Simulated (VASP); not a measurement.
# LiNbO3 (R3c) in VASP: single point with r2SCAN

Aim: the single point of LiNbO3 with r2SCAN.

Everything below comes from runs of VASP 6.6.1. Logs are shortened: lines on timing, memory, paths and dates and some standing lists are left out, and cuts for length are marked.

### 1 The cell of the first run

It takes space group R3c (No. 161, trigonal). Conventional cell: a = 5.190 Å, b = 5.190 Å, c = 14.017 Å, α = 90.00°, β = 90.00°, γ = 120.00°. Li (site symmetry 3) has 6 O at 2.08 to 2.26 Å within 2.8 Å. Nb (site symmetry 3) has 6 O at 1.88 to 2.17 Å within 2.5 Å. Within 2.5 Å of O (site symmetry 1) lie 2 Nb at 1.88 to 2.17 Å and 2 Li at 2.08 to 2.26 Å.

### 2 Single point, r2SCAN

POSCAR

```
LiNbO3
1.0
    5.1899002700      2.9963903200      9.3444465000
   -5.1899002700      2.9963903200      9.3444465000
    0.0000000000     -5.9927806400      9.3444465000
Li Nb O
16 16 48
Direct
    0.3592319429      0.3592319429      0.3592319429
    0.1092319429      0.1092319429      0.1092319429
    0.3592319429      0.3592319429      0.8592319429
    0.1092319429      0.1092319429      0.6092319429
    0.3592319429      0.8592319429      0.3592319429
    0.1092319429      0.6092319429      0.1092319429
    0.3592319429      0.8592319429      0.8592319429
    0.1092319429      0.6092319429      0.6092319429
    0.8592319429      0.3592319429      0.3592319429
    0.6092319429      0.1092319429      0.1092319429
    0.8592319429      0.3592319429      0.8592319429
    0.6092319429      0.1092319429      0.6092319429
    0.8592319429      0.8592319429      0.3592319429
    0.6092319429      0.6092319429      0.1092319429
    0.8592319429      0.8592319429      0.8592319429
    0.6092319429      0.6092319429      0.6092319429
    0.4992598063      0.4992598063      0.4992598063
    0.2492598063      0.2492598063      0.2492598063
    0.4992598063      0.4992598063      0.9992598063
    0.2492598063      0.2492598063      0.7492598063
    0.4992598063      0.9992598063      0.4992598063
    0.2492598063      0.7492598063      0.2492598063
    0.4992598063      0.9992598063      0.9992598063
    0.2492598063      0.7492598063      0.7492598063
    0.9992598063      0.4992598063      0.4992598063
    0.7492598063      0.2492598063      0.2492598063
    0.9992598063      0.4992598063      0.9992598063
    0.7492598063      0.2492598063      0.7492598063
    0.9992598063      0.9992598063      0.4992598063
    0.7492598063      0.7492598063      0.2492598063
    0.9992598063      0.9992598063      0.9992598063
    0.7492598063      0.7492598063      0.7492598063
    0.1399505052      0.3207579546      0.4448922960
    0.3207579546      0.4448922960      0.1399505052
    0.4448922960      0.1399505052      0.3207579546
    0.1948922960      0.0707579546      0.3899505052
    0.3899505052      0.1948922960      0.0707579546
    0.0707579546      0.3899505052      0.1948922960
    0.1399505052      0.3207579546      0.9448922960
    0.3207579546      0.4448922960      0.6399505052
    0.4448922960      0.1399505052      0.8207579546
    0.1948922960      0.0707579546      0.8899505052
    0.3899505052      0.1948922960      0.5707579546
    0.0707579546      0.3899505052      0.6948922960
    0.1399505052      0.8207579546      0.4448922960
    0.3207579546      0.9448922960      0.1399505052
    0.4448922960      0.6399505052      0.3207579546
    0.1948922960      0.5707579546      0.3899505052
    0.3899505052      0.6948922960      0.0707579546
    0.0707579546      0.8899505052      0.1948922960
    0.1399505052      0.8207579546      0.9448922960
    0.3207579546      0.9448922960      0.6399505052
    0.4448922960      0.6399505052      0.8207579546
    0.1948922960      0.5707579546      0.8899505052
    0.3899505052      0.6948922960      0.5707579546
    0.0707579546      0.8899505052      0.6948922960
    0.6399505052      0.3207579546      0.4448922960
    0.8207579546      0.4448922960      0.1399505052
    0.9448922960      0.1399505052      0.3207579546
    0.6948922960      0.0707579546      0.3899505052
    0.8899505052      0.1948922960      0.0707579546
    0.5707579546      0.3899505052      0.1948922960
    0.6399505052      0.3207579546      0.9448922960
    0.8207579546      0.4448922960      0.6399505052
    0.9448922960      0.1399505052      0.8207579546
    0.6948922960      0.0707579546      0.8899505052
    0.8899505052      0.1948922960      0.5707579546
    0.5707579546      0.3899505052      0.6948922960
    0.6399505052      0.8207579546      0.4448922960
    0.8207579546      0.9448922960      0.1399505052
    0.9448922960      0.6399505052      0.3207579546
    0.6948922960      0.5707579546      0.3899505052
    0.8899505052      0.6948922960      0.0707579546
    0.5707579546      0.8899505052      0.1948922960
    0.6399505052      0.8207579546      0.9448922960
    0.8207579546      0.9448922960      0.6399505052
    0.9448922960      0.6399505052      0.8207579546
    0.6948922960      0.5707579546      0.8899505052
    0.8899505052      0.6948922960      0.5707579546
    0.5707579546      0.8899505052      0.6948922960
```

INCAR.step1

```
PREC = Accurate ; ENCUT = 520
ISMEAR = -1 ; SIGMA = 0.01
LREAL = Auto ; LASPH = T
NELM = 60 ; NBANDS = 318
GGA = PE ; ALGO = Normal
EDIFF = 1E-4 ; LWAVE = T
LCHARG = F
```

INCAR.step2

```
PREC = Accurate ; ENCUT = 520
EDIFF = 1E-6 ; ISMEAR = -1
SIGMA = 0.01 ; LREAL = Auto
LASPH = T ; NELM = 60
ALGO = Normal ; ISIF = 2
LWAVE = F ; LCHARG = F
METAGGA = R2SCAN ; LMIXTAU = T
NBANDS = 318 ; ISTART = 1
```

KPOINTS

```
regular mesh
0
Gamma
  1 1 1
```

Potentials or basis: VASP PAW PBE potentials, release 64 (Li_sv, Nb_sv, O).

Command:

```
cat potpaw_PBE.64/Li_sv/POTCAR potpaw_PBE.64/Nb_sv/POTCAR potpaw_PBE.64/O/POTCAR > POTCAR
cp INCAR.step1 INCAR
mpirun -np 1 vasp_gam > vasp.out
cp INCAR.step2 INCAR
mpirun -np 1 vasp_gam > vasp.out
```

OUTCAR:

```text
PREC = Accurate
   ENCUT = 520
   EDIFF = 1E-6
   ISMEAR = -1
   LREAL = Auto
   LASPH = T
   NELM = 60
   ISIF = 2
   METAGGA = R2SCAN
   ISTART = 1

 ion  position               nearest neighbor table
   1  0.359  0.359  0.359-  48 2.08  43 2.08  62 2.08  35 2.26  33 2.26  34 2.26
   2  0.109  0.109  0.109-  46 2.08  59 2.08  39 2.08  61 2.26  50 2.26  42 2.26
   3  0.359  0.359  0.859-  54 2.08  37 2.08  68 2.08  41 2.26  39 2.26  40 2.26
   4  0.109  0.109  0.609-  52 2.08  65 2.08  33 2.08  67 2.26  56 2.26  36 2.26
   5  0.359  0.859  0.359-  36 2.08  55 2.08  74 2.08  47 2.26  45 2.26  46 2.26
   6  0.109  0.609  0.109-  34 2.08  71 2.08  51 2.08  73 2.26  38 2.26  54 2.26
[... 81 lines left out ...]
 A1 = (   5.1899002700,   2.9963903200,   9.3444465000)
 A2 = (  -5.1899002700,   2.9963903200,   9.3444465000)
 A3 = (   0.0000000000,  -5.9927806400,   9.3444465000)

Analysis of symmetry for initial positions (statically):
=====================================================================
 Subroutine PRICEL returns following result:

  LATTYP: Found a trigonal (rhomboedric) cell.
 ALAT       =     5.5504977289
 COS(alpha) =     0.5628563531

  Lattice vectors:

 A1 = (   2.5949501350,   1.4981951600,   4.6722232500)
 A2 = (  -2.5949501350,   1.4981951600,   4.6722232500)
 A3 = (   0.0000000000,  -2.9963903200,   4.6722232500)

   8 primitive cells build up your supercell.

 Routine SETGRP: Setting up the symmetry group for a
 trigonal (rhombohedral) supercell.

 Subroutine GETGRP returns: Found  6 space group operations
 (whereof  3 operations were pure point group operations)
 out of a pool of 12 trial point group operations.

The static configuration has the point symmetry C_3 .
 The point group associated with its full space group is C_3v.

Analysis of symmetry for dynamics (positions and initial velocities):
=====================================================================
 Subroutine PRICEL returns following result:

  LATTYP: Found a trigonal (rhomboedric) cell.
 ALAT       =     5.5504977289
 COS(alpha) =     0.5628563531

  Lattice vectors:

 A1 = (   2.5949501350,   1.4981951600,   4.6722232500)
 A2 = (  -2.5949501350,   1.4981951600,   4.6722232500)
 A3 = (   0.0000000000,  -2.9963903200,   4.6722232500)

   8 primitive cells build up your supercell.

 Routine SETGRP: Setting up the symmetry group for a
 trigonal (rhombohedral) supercell.

 Subroutine GETGRP returns: Found  6 space group operations
 (whereof  3 operations were pure point group operations)
 out of a pool of 12 trial point group operations.

The dynamic configuration has the point symmetry C_3 .
 The point group associated with its full space group is C_3v.

 Subroutine INISYM returns: Found  6 space group operations
 (whereof  3 operations are pure point group operations),
 and found     8 'primitive' translations

----------------------------------------------------------------------------------------

                                     Primitive cell

  volume of cell :     108.9864

  direct lattice vectors                    reciprocal lattice vectors
     2.594950135  1.498195160  4.672223250     0.192681930  0.111244964  0.071343623
[... 38 lines left out ...]

 Generating k-lattice:

  Cartesian coordinates                     Fractional coordinates (reciprocal lattice)
     0.096340965  0.055622482  0.035671811     1.000000000 -0.000000000  0.000000000
    -0.096340965  0.055622482  0.035671811    -0.000000000  1.000000000  0.000000000
     0.000000000 -0.111244964  0.035671811     0.000000000  0.000000000  1.000000000

  Length of vectors
     0.116824313  0.116824313  0.116824313

  Shift w.r.t. Gamma in fractional coordinates (k-lattice)
     0.000000000  0.000000000  0.000000000

 Subroutine IBZKPT returns following result:
 ===========================================

 Found      1 irreducible k-points:

 Following reciprocal coordinates:
            Coordinates               Weight
  0.000000  0.000000  0.000000      1.000000
   k-points           NKPTS =      1   k-points in BZ     NKDIM =      1   number of bands    NBANDS=    318
   number of dos      NEDOS =    301   number of ions     NIONS =     80
   total plane-waves  NPLWV = 592704
   dimension x,y,z NGX =    84 NGY =   84 NGZ =   84
   dimension x,y,z NGXF=   168 NGYF=  168 NGZF=  168
   ions per type =              16  16  48
   NGX,Y,Z   is equivalent  to a cutoff of  12.58, 12.58, 12.58 a.u.
   NGXF,Y,Z  is equivalent  to a cutoff of  25.16, 25.16, 25.16 a.u.
 SYSTEM =  unknown system
   PREC   = accura    normal or accurate (medium, high low for compatibility)
   ISTART =      1    job   : 0-new  1-cont  2-samecut
   ICHARG =      0    charge: 1-file 2-atom 10-const
   ISPIN  =      1    spin polarized calculation?
   LNONCOLLINEAR =      F non collinear calculations
   LSORBIT =      F    spin-orbit coupling
   LASPH  =      T    aspherical Exc in radial PAW
   ENCUT  =  520.0 eV  38.22 Ry    6.18 a.u.  20.64 20.64 20.64*2*pi/ulx,y,z
   NELM   =     60;   NELMIN=  2; NELMDL=  0     # of ELM steps
   EDIFF  = 0.1E-05   stopping-criterion for ELM
   LREAL  =      T    real-space projection
   EDIFFG = 0.1E-04   stopping-criterion for IOM
   NSW    =      0    number of steps for IOM
   IBRION =     -1    ionic relax: 0-MD 1-quasi-New 2-CG
   NFREE  =      0    steps in history (QN), initial steepest desc. (CG)
   ISIF   =      2    stress and relaxation
   ISYM   =      2    0-nonsym 1-usesym 2-fastsym
   POTIM  = 0.5000    time-step for ionic-motion
   TEBEG  =    0.0;   TEEND  =   0.0 temperature during run
   PSTRESS=    0.0 pullay stress
   NELECT =     544.0000    total number of electrons
   NUPDOWN=      -1.0000    fix difference up-down
   EMIN   =  10.00;   EMAX   =-10.00  energy-range for DOS
   EFERMI =   0.00;   METHOD = LEGACY
   ISMEAR =    -1;   SIGMA  =   0.01  broadening in eV -4-tet -1-fermi 0-gaus
   EFERMI_NEDOS =   21; number of points for ismear=-14 and -15
   IALGO  =     38    algorithm
   IMIX   =      4    mixing-type and parameters
     AMIX     =   0.40;   BMIX     =  1.00
     AMIX_MAG =   1.60;   BMIX_MAG =  1.00
  volume/ion in A,a.u.               =      10.90        73.55
  Fermi-wavevector in a.u.,A,eV,Ry     =   1.398901  2.643540 26.625577  1.956925
  Thomas-Fermi vector in A             =   2.522014
   LORBIT       =      0    0 simple, 1 ext, 2 COOP (PROOUT), +10 PAW based schemes
   METAGGA = R2SCAN    functional components
   LHFCALC =     F    Hartree Fock is set to
   AEXX    =    0.0000 exact exchange contribution
   IVDW    =     0    specifies the selected vdW correction
   LEPSILON=     F    determine dielectric tensor
   LRPA    =     F    only Hartree local field effects (RPA)
 non-spin polarized calculation
  energy-cutoff  :      520.00
  volume of cell :      871.89
 maximum number of plane-waves:     11751
 NGX is ok and might be reduce to    84
   NGX = 41   NGY = 41   NGZ = 41

 number of electron     543.9999984 magnetization

 Free energy of the ion-electron system (eV)
  ---------------------------------------------------
  ext. energy  EPLUGINS =         0.00000000
  ---------------------------------------------------
  free energy    TOTEN  =      -948.63713018 eV

  energy without entropy =     -948.63713018  energy(sigma->0) =     -948.63713018

 E-fermi :   3.2316     XC(G=0): -11.3355

 val. band max:        2.9328379027   @ k =   0.0000   0.0000   0.0000
 cond. band min:       7.0210426043   @ k =   0.0000   0.0000   0.0000
 fundamental gap:      4.0882047016
 Fermi energy:         3.2316337689

 k-point     1 :       0.0000    0.0000    0.0000
  band No.  band energies     occupation
      1     -52.9895      2.00000
      2     -52.9845      2.00000
      3     -52.9845      2.00000
      4     -52.9845      2.00000
      5     -52.9821      2.00000
      6     -52.9821      2.00000
[... 276 lines left out ...]
    283       7.1675      0.00000
    284       7.4910      0.00000
 [bands above 284 left out]

------------------------ aborting loop because EDIFF is reached ----------------------------------------

  FORCE on cell =-STRESS in cart. coord.  units (eV):
  Direction    XX          YY          ZZ          XY          YZ          ZX
  --------------------------------------------------------------------------------------
  -------------------------------------------------------------------------------------
  Total      -23.6723641    -23.6723641    -21.6562878      0.0000000      0.0000000      0.0000000
  in kB      -43.5000728    -43.5000729    -39.7953536      0.0000000      0.0000000      0.0000000
  external PRESSURE =     -42.2651664 kB  Pullay stress =       0.0000000 kB

 VOLUME and BASIS-vectors are now :
 -----------------------------------------------------------------------------
  energy-cutoff  :      520.00
  volume of cell :      871.89
      direct lattice vectors                 reciprocal lattice vectors
     5.189900270  2.996390320  9.344446500     0.096340965  0.055622482  0.035671811
    -5.189900270  2.996390320  9.344446500    -0.096340965  0.055622482  0.035671811
     0.000000000 -5.992780640  9.344446500     0.000000000 -0.111244964  0.035671811

 POSITION                                       TOTAL-FORCE (eV/Angst)
 -----------------------------------------------------------------------------------
      0.00000      0.00000     10.07047        -0.000000     -0.000000      0.008616
      0.00000      0.00000      3.06214        -0.000000     -0.000000      0.008616
      0.00000     -2.99639     14.74269        -0.000000     -0.000000      0.008616
      0.00000     -2.99639      7.73436        -0.000000     -0.000000      0.008616
     -2.59495      1.49820     14.74269        -0.000000     -0.000000      0.008616
     -2.59495      1.49820      7.73436        -0.000000     -0.000000      0.008616
[... 72 lines left out ...]
      1.01233      1.32838     20.14290        -0.017106     -0.096990      0.011407
     -1.65658      0.21252     20.14290         0.092549      0.033681      0.011407
 -----------------------------------------------------------------------------------
    total drift:                               -0.000000      0.000006      1.011322

  FREE ENERGIE OF THE ION-ELECTRON SYSTEM (eV)
  ---------------------------------------------------
  free  energy   TOTEN  =      -948.6371301834 eV

  energy  without entropy=     -948.6371301834  energy(sigma->0) =     -948.63713018
```

It took 80 min on 1 thread of AMD EPYC 7R13, shared host; peak memory 1.3 GiB.

Results:

- Free energy: -948.6371 eV
- Largest force: 0.099 eV/Å
- Band gap on the k mesh: 4.09 eV

Forces on the atoms (eV/Å):
```
Li   0.000  0.000  0.009
Li   0.000  0.000  0.009
Li   0.000  0.000  0.009
Li   0.000  0.000  0.009
Li   0.000  0.000  0.009
Li   0.000  0.000  0.009
Li   0.000  0.000  0.009
Li   0.000  0.000  0.009
Li   0.000  0.000  0.009
Li   0.000  0.000  0.009
Li   0.000  0.000  0.009
Li   0.000  0.000  0.009
Li   0.000  0.000  0.009
Li   0.000  0.000  0.009
Li   0.000  0.000  0.009
Li   0.000  0.000  0.009
Nb   0.000  0.000 -0.043
Nb   0.000  0.000 -0.043
Nb   0.000  0.000 -0.043
Nb   0.000  0.000 -0.043
Nb   0.000  0.000 -0.043
Nb   0.000  0.000 -0.043
Nb   0.000  0.000 -0.043
Nb   0.000  0.000 -0.043
Nb   0.000  0.000 -0.043
Nb   0.000  0.000 -0.043
Nb   0.000  0.000 -0.043
Nb   0.000  0.000 -0.043
Nb   0.000  0.000 -0.043
Nb   0.000  0.000 -0.043
Nb   0.000  0.000 -0.043
Nb   0.000  0.000 -0.043
O   -0.093  0.034  0.011
O    0.075  0.063  0.011
O    0.017 -0.097  0.011
O   -0.075  0.063  0.011
O   -0.017 -0.097  0.011
O    0.093  0.034  0.011
O   -0.093  0.034  0.011
O    0.075  0.063  0.011
O    0.017 -0.097  0.011
O   -0.075  0.063  0.011
O   -0.017 -0.097  0.011
O    0.093  0.034  0.011
O   -0.093  0.034  0.011
O    0.075  0.063  0.011
O    0.017 -0.097  0.011
O   -0.075  0.063  0.011
O   -0.017 -0.097  0.011
O    0.093  0.034  0.011
O   -0.093  0.034  0.011
O    0.075  0.063  0.011
O    0.017 -0.097  0.011
O   -0.075  0.063  0.011
O   -0.017 -0.097  0.011
O    0.093  0.034  0.011
O   -0.093  0.034  0.011
O    0.075  0.063  0.011
O    0.017 -0.097  0.011
O   -0.075  0.063  0.011
O   -0.017 -0.097  0.011
O    0.093  0.034  0.011
O   -0.093  0.034  0.011
O    0.075  0.063  0.011
O    0.017 -0.097  0.011
O   -0.075  0.063  0.011
O   -0.017 -0.097  0.011
O    0.093  0.034  0.011
O   -0.093  0.034  0.011
O    0.075  0.063  0.011
O    0.017 -0.097  0.011
O   -0.075  0.063  0.011
O   -0.017 -0.097  0.011
O    0.093  0.034  0.011
O   -0.093  0.034  0.011
O    0.075  0.063  0.011
O    0.017 -0.097  0.011
O   -0.075  0.063  0.011
O   -0.017 -0.097  0.011
O    0.093  0.034  0.011
```

Caveat: the k points lie up to 0.73 Å⁻¹ apart; the cutoff is under 1.25 times the usual one of these potentials, so pressure, stress and relaxed cells hold a basis-set (Pulay) error; the PAW data sets were made with another functional, which shifts forces and pressure a little. A k mesh can miss the band edges.
